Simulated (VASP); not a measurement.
# Ni (P6_3/mmc) in VASP: single point with PBE

Aim: the single point of Ni with PBE.

Program: VASP 6.6.1. These are calculated values, not measurements. Logs are shortened: lines on timing, memory, paths and dates and some standing lists are left out, and cuts for length are marked.

## 1. The cell of the first run

Symmetry: P6_3/mmc, No. 194, hexagonal system. The conventional cell has a = 2.679 Å, b = 2.679 Å, c = 4.270 Å, α = 90.00°, β = 90.00°, γ = 120.00°. Within 3.5 Å of Ni (site symmetry -6m2) lie 12 Ni at 2.64 to 2.68 Å.

## 2. Single point, PBE

File INCAR:

```
PREC = Accurate
ENCUT = 520
EDIFF = 1E-6
ISMEAR = -1
SIGMA = 0.1
LREAL = F
LASPH = T
NELM = 60
ALGO = Normal
ISIF = 2
LWAVE = F
LCHARG = T
GGA = PE
LELF = T
LVHAR = T
NBANDS = 17
```

File KPOINTS:

```
regular mesh
0
Gamma
  14 14 8
```

File POSCAR:

```
Ni
1.0
    2.6791780000      0.0000000000      0.0000000000
   -1.3395890000      2.3202380000      0.0000000000
    0.0000000000      0.0000000000      4.2696010000
Ni
2
Direct
    0.3333300000      0.6666700000      0.2500000000
    0.6666600000      0.3333300000      0.7500000000
```

Potentials or basis: VASP PAW PBE potentials, release 64 (Ni).

On the command line:

```bash
cat potpaw_PBE.64/Ni/POTCAR > POTCAR
mpirun -np 1 vasp_std > vasp.out
```

OUTCAR:

```text
PREC = Accurate
   ENCUT = 520
   EDIFF = 1E-6
   ISMEAR = -1
   LREAL = F
   LASPH = T
   NELM = 60
   ISIF = 2
   GGA = PE

 ion  position               nearest neighbor table
   1  0.333  0.667  0.250-   2 2.64   2 2.64   2 2.64   2 2.64   2 2.64   2 2.64
   2  0.667  0.333  0.750-   1 2.64   1 2.64   1 2.64   1 2.64   1 2.64   1 2.64

  LATTYP: Found a hexagonal cell.
 ALAT       =     2.6791780000
 C/A-ratio  =     1.5936234920

  Lattice vectors:

 A1 = (   2.6791780000,   0.0000000000,   0.0000000000)
 A2 = (  -1.3395890000,   2.3202380000,   0.0000000000)
 A3 = (   0.0000000000,   0.0000000000,   4.2696010000)

Analysis of symmetry for initial positions (statically):
=====================================================================
 Subroutine PRICEL returns:
 Original cell was already a primitive cell.

 Routine SETGRP: Setting up the symmetry group for a
 hexagonal supercell.

 Subroutine GETGRP returns: Found  8 space group operations
 (whereof  2 operations were pure point group operations)
 out of a pool of 24 trial point group operations.

The static configuration has the point symmetry C_2 .
 The point group associated with its full space group is D_2h.

Analysis of symmetry for dynamics (positions and initial velocities):
=====================================================================
 Subroutine PRICEL returns:
 Original cell was already a primitive cell.

 Routine SETGRP: Setting up the symmetry group for a
 hexagonal supercell.

 Subroutine GETGRP returns: Found  8 space group operations
 (whereof  2 operations were pure point group operations)
 out of a pool of 24 trial point group operations.

The dynamic configuration has the point symmetry C_2 .
 The point group associated with its full space group is D_2h.

 Subroutine INISYM returns: Found  8 space group operations
 (whereof  2 operations are pure point group operations),
 and found     1 'primitive' translations

----------------------------------------------------------------------------------------

                                     Primitive cell

  volume of cell :      26.5413

  direct lattice vectors                    reciprocal lattice vectors
     2.679178000  0.000000000  0.000000000     0.373248810  0.215495135  0.000000000
    -1.339589000  2.320238000  0.000000000     0.000000000  0.430990269  0.000000000
     0.000000000  0.000000000  4.269601000     0.000000000  0.000000000  0.234213923

  length of vectors
     2.679178000  2.679179551  4.269601000     0.430990519  0.430990269  0.234213923

  position of ions in fractional coordinates (direct lattice)
     0.333330000  0.666670000  0.250000000
     0.666660000  0.333330000  0.750000000

  ion indices of the primitive-cell ions
   primitive index   ion index
                 1           1
                 2           2

----------------------------------------------------------------------------------------

 KPOINTS: regular mesh

Automatic generation of k-mesh.
 Grid dimensions read from file:
 generate k-points for:   14   14    8

 Generating k-lattice:

  Cartesian coordinates                     Fractional coordinates (reciprocal lattice)
     0.026660629  0.015392510  0.000000000     0.071428571  0.000000000  0.000000000
     0.000000000  0.030785019  0.000000000     0.000000000  0.071428571  0.000000000
     0.000000000  0.000000000  0.029276740     0.000000000  0.000000000  0.125000000

  Length of vectors
     0.030785037  0.030785019  0.029276740

  Shift w.r.t. Gamma in fractional coordinates (k-lattice)
     0.000000000  0.000000000  0.000000000

 Subroutine IBZKPT returns following result:
 ===========================================

 Found    285 irreducible k-points:

 Following reciprocal coordinates:
            Coordinates               Weight
  0.000000  0.000000  0.000000      1.000000
  0.071429  0.000000  0.000000      4.000000
  0.000000  0.071429  0.000000      2.000000
  0.142857  0.000000  0.000000      4.000000
  0.000000  0.142857  0.000000      2.000000
  0.214286  0.000000  0.000000      4.000000
[... 16 lines left out ...]
 -0.285714  0.214286  0.000000      4.000000
  0.285714  0.071429  0.000000      4.000000
 [... further k-points ...]
   k-points           NKPTS =    285   k-points in BZ     NKDIM =    285   number of bands    NBANDS=     17
   number of dos      NEDOS =    301   number of ions     NIONS =      2
   total plane-waves  NPLWV =  12800
   dimension x,y,z NGX =    20 NGY =   20 NGZ =   32
   dimension x,y,z NGXF=    40 NGYF=   40 NGZF=   64
   ions per type =               2
   NGX,Y,Z   is equivalent  to a cutoff of  12.41, 12.41, 12.46 a.u.
   NGXF,Y,Z  is equivalent  to a cutoff of  24.82, 24.82, 24.92 a.u.
 SYSTEM =  unknown system
   PREC   = accura    normal or accurate (medium, high low for compatibility)
   ISTART =      0    job   : 0-new  1-cont  2-samecut
   ICHARG =      2    charge: 1-file 2-atom 10-const
   ISPIN  =      1    spin polarized calculation?
   LNONCOLLINEAR =      F non collinear calculations
   LSORBIT =      F    spin-orbit coupling
   LASPH  =      T    aspherical Exc in radial PAW
   ENCUT  =  520.0 eV  38.22 Ry    6.18 a.u.   4.98  4.98  7.94*2*pi/ulx,y,z
   NELM   =     60;   NELMIN=  2; NELMDL= -5     # of ELM steps
   EDIFF  = 0.1E-05   stopping-criterion for ELM
   LREAL  =      F    real-space projection
[... 7 lines left out ...]
   TEBEG  =    0.0;   TEEND  =   0.0 temperature during run
   PSTRESS=    0.0 pullay stress
   NELECT =      20.0000    total number of electrons
   NUPDOWN=      -1.0000    fix difference up-down
   EMIN   =  10.00;   EMAX   =-10.00  energy-range for DOS
   EFERMI =   0.00;   METHOD = LEGACY
   ISMEAR =    -1;   SIGMA  =   0.10  broadening in eV -4-tet -1-fermi 0-gaus
   EFERMI_NEDOS =   21; number of points for ismear=-14 and -15
   IALGO  =     38    algorithm
   IMIX   =      4    mixing-type and parameters
     AMIX     =   0.40;   BMIX     =  1.00
     AMIX_MAG =   1.60;   BMIX_MAG =  1.00
  volume/ion in A,a.u.               =      13.27        89.55
  Fermi-wavevector in a.u.,A,eV,Ry     =   1.489742  2.815204 30.195830  2.219331
  Thomas-Fermi vector in A             =   2.602612
   LORBIT       =      0    0 simple, 1 ext, 2 COOP (PROOUT), +10 PAW based schemes
   GGA     = PE    functional components
[... 5 lines left out ...]
 non-spin polarized calculation
  energy-cutoff  :      520.00
  volume of cell :       26.54
 maximum number of plane-waves:       733
   NGX =  9   NGY =  9   NGZ = 15

 number of electron      19.9999993 magnetization

 Free energy of the ion-electron system (eV)
  ---------------------------------------------------
  ext. energy  EPLUGINS =         0.00000000
  ---------------------------------------------------
  free energy    TOTEN  =       -10.45652695 eV

  energy without entropy =      -10.24008183  energy(sigma->0) =      -10.34830439

 E-fermi :   6.6942     XC(G=0): -12.1193

 val. band max:        6.6941480903   @ k =   0.5000   0.3571   0.2500
 cond. band min:       6.6961504226   @ k =   0.4286   0.0714   0.3750
 fundamental gap:      0.0020023323
 Fermi energy:         6.6941860140

 k-point     1 :       0.0000    0.0000    0.0000
  band No.  band energies     occupation
      1      -0.8905      2.00000
      2       3.2726      2.00000
      3       5.3337      2.00000
      4       5.3337      2.00000
      5       5.3535      2.00000
      6       5.5560      1.99998
[... 9 lines left out ...]
     16      27.5192      0.00000
     17      29.2255      0.00000

 k-point     2 :       0.0714    0.0000    0.0000
  band No.  band energies     occupation
      1      -0.7398      2.00000
      2       3.3598      2.00000
      3       5.2034      2.00000
      4       5.3903      2.00000
      5       5.4653      1.99999
      6       5.5305      1.99998
[... 9 lines left out ...]
     16      26.9730      0.00000
     17      30.2159      0.00000

 k-point     3 :       0.0000    0.0714    0.0000
  band No.  band energies     occupation
      1      -0.7398      2.00000
      2       3.3598      2.00000
      3       5.2034      2.00000
      4       5.3903      2.00000
      5       5.4653      1.99999
      6       5.5305      1.99998
[... 9 lines left out ...]
     16      26.9731      0.00000
     17      30.2160      0.00000

 k-point     4 :       0.1429    0.0000    0.0000
  band No.  band energies     occupation
      1      -0.2946      2.00000
      2       3.5934      2.00000
      3       5.0349      2.00000
      4       5.2909      2.00000
      5       5.4392      1.99999
      6       5.5526      1.99998
[... 9 lines left out ...]
     16      26.2568      0.00000
     17      28.9144      0.00000

 k-point     5 :       0.0000    0.1429    0.0000
  band No.  band energies     occupation
      1      -0.2946      2.00000
      2       3.5934      2.00000
      3       5.0349      2.00000
      4       5.2909      2.00000
      5       5.4392      1.99999
      6       5.5526      1.99998
[... 9 lines left out ...]
     16      26.2568      0.00000
     17      28.9144      0.00000

 k-point     6 :       0.2143    0.0000    0.0000
  band No.  band energies     occupation
      1       0.4202      2.00000
      2       3.8738      2.00000
      3       4.8213      2.00000
      4       4.8739      2.00000
      5       5.3564      2.00000
      6       5.5011      1.99999
[... 9 lines left out ...]
     16      25.4567      0.00000
     17      26.0857      0.00000
[... 281 lines left out ...]
 k-point    21 :       0.2143    0.0714    0.0000
  band No.  band energies     occupation
      1       0.9654      2.00000
      2       4.0234      2.00000
      3       4.6015      2.00000
      4       4.7654      2.00000
      5       5.3454      2.00000
      6       5.3703      2.00000
[... 9 lines left out ...]
     16      24.8308      0.00000
     17      25.4361      0.00000

 k-point    22 :      -0.0714    0.2857    0.0000
  band No.  band energies     occupation
      1       0.9654      2.00000
      2       4.0234      2.00000
      3       4.6015      2.00000
      4       4.7654      2.00000
      5       5.3454      2.00000
      6       5.3703      2.00000
[... 9 lines left out ...]
     16      24.8308      0.00000
     17      25.4361      0.00000

 k-point    23 :      -0.2857    0.2143    0.0000
  band No.  band energies     occupation
      1       0.9654      2.00000
      2       4.0234      2.00000
      3       4.6015      2.00000
      4       4.7654      2.00000
      5       5.3454      2.00000
      6       5.3703      2.00000
[... 9 lines left out ...]
     16      24.8308      0.00000
     17      25.4361      0.00000

 k-point    24 :       0.2857    0.0714    0.0000
  band No.  band energies     occupation
      1       1.9468      2.00000
      2       4.0587      2.00000
      3       4.3101      2.00000
      4       4.7438      2.00000
      5       5.2712      2.00000
      6       5.3996      2.00000
[... 9 lines left out ...]
     16      22.3405      0.00000
     17      22.8894      0.00000

 [... further k-points ...]

------------------------ aborting loop because EDIFF is reached ----------------------------------------

  FORCE on cell =-STRESS in cart. coord.  units (eV):
  Direction    XX          YY          ZZ          XY          YZ          ZX
  --------------------------------------------------------------------------------------
  -------------------------------------------------------------------------------------
  Total       -4.0537496     -4.0537555     -3.5974306      0.0000000     -0.0000000      0.0000000
  in kB     -244.7068360   -244.7071921   -217.1608913      0.0000000     -0.0000000      0.0000000
  external PRESSURE =    -235.5249731 kB  Pullay stress =       0.0000000 kB

 VOLUME and BASIS-vectors are now :
 -----------------------------------------------------------------------------
  energy-cutoff  :      520.00
  volume of cell :       26.54
      direct lattice vectors                 reciprocal lattice vectors
     2.679178000  0.000000000  0.000000000     0.373248810  0.215495135  0.000000000
    -1.339589000  2.320238000  0.000000000     0.000000000  0.430990269  0.000000000
     0.000000000  0.000000000  4.269601000     0.000000000  0.000000000  0.234213923

 POSITION                                       TOTAL-FORCE (eV/Angst)
 -----------------------------------------------------------------------------------
     -0.00001      1.54683      1.06740         0.000000     -0.000017      0.000000
      1.33958      0.77340      3.20220         0.000000      0.000017     -0.000000
 -----------------------------------------------------------------------------------
    total drift:                                0.000000      0.000000      0.000000

  FREE ENERGIE OF THE ION-ELECTRON SYSTEM (eV)
  ---------------------------------------------------
  free  energy   TOTEN  =       -10.4565269543 eV

  energy  without entropy=      -10.2400818341  energy(sigma->0) =      -10.34830439
```

Wall time 41 s (1 thread of Intel Xeon 6975P-C (Granite Rapids), shared host); peak memory 0.22 GiB.

Results:

```
Free energy            : -10.4565 eV
Pressure               : -23.6 GPa
Band gap on the k mesh : zero (band 10 reaches 6.72 eV, above the bottom of band 11 at 6.32 eV)
```

Levels at points of the mesh, in eV from the Fermi level:
| k point | band 6 | band 7 | band 8 | band 9 | band 10 | band 11 | band 12 | band 13 | band 14 | band 15 |
| --- | --- | --- | --- | --- | --- | --- | --- | --- | --- | --- |
| (0.00, 0.00, 0.00) | -1.14 | -1.14 | -0.94 | -0.94 | -0.15 | -0.15 | 0.39 | 5.08 | 20.62 | 20.82 |
| (0.50, 0.00, 0.00) | -1.32 | -1.09 | -0.10 | 0.01 | 0.01 | 1.27 | 2.65 | 8.48 | 8.85 | 11.29 |
| (0.00, 0.50, 0.00) | -1.32 | -1.09 | -0.10 | 0.01 | 0.01 | 1.27 | 2.65 | 8.48 | 8.85 | 11.29 |
| (0.00, 0.00, 0.50) | -1.42 | -1.42 | -1.42 | -0.37 | -0.37 | -0.37 | -0.37 | 13.34 | 13.34 | 21.27 |
| (0.50, 0.00, 0.50) | -0.84 | -0.37 | -0.37 | -0.03 | -0.03 | 1.60 | 1.60 | 5.69 | 5.69 | 15.83 |
| (0.00, 0.50, 0.50) | -0.84 | -0.37 | -0.37 | -0.03 | -0.03 | 1.60 | 1.60 | 5.69 | 5.69 | 15.83 |

Caveat: the run has no spin polarisation, though such a crystal can be magnetic.
